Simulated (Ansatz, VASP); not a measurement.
# Two plane-wave programs on Ti2BN3

```xyz
6
Lattice="2.8461 0.0000 0.0000 0.0000 2.8461 0.0000 0.0000 0.0000 9.5139" Properties=species:S:1:pos:R:3 pbc="T T T"
Ti    1.4230    1.4230    8.0617
Ti    1.4230    1.4230    1.4522
B     1.4230    1.4230    4.7569
N     0.0000    0.0000    0.0000
N     0.0000    0.0000    6.7981
N     0.0000    0.0000    2.7157
```

Change from the starting cell: species swapped into the MgSc3Ru2 type (P4/mmm, No. 123).

Alike in both runs: task relaxation of cell and atoms; functional PBE; k mesh 6 × 6 × 2; occupations gaussian, width 0.1 eV; collinear spin.

|  | VASP | Ansatz |
| --- | --- | --- |
| version | VASP 6.6.1 | Ansatz 0.2.0 |
| potentials or method | VASP PAW PBE potentials, release 64 (Ti_sv, B, N), cutoff 600 eV | scalar-relativistic, plane waves, PAW |
| valence electrons in the cell | 42 | 42 |

|  | VASP | Ansatz | Ansatz less VASP |
| --- | --- | --- | --- |
| gap on the k mesh at the Fermi level, each at its own relaxed structure (eV) | none | none | - |
| net moment per atom (μB) | 0.00 | 0.00 | 0.000 |
| relaxed volume (Å³/atom) | 9.65 | 9.61 | -0.036 |
| relaxed cell length with the largest relative difference (Å) | 7.372 | 7.355 | -0.0169 |

A gap of «none» marks a metal or a gap that the smearing closes. Ansatz's warnings: seeded moment not kept.

The k mesh is coarse, so the values compare programs but aren't converged. Noted on VASP's run: the volume moved by over 15 % at a fixed basis, so the end points are rough.
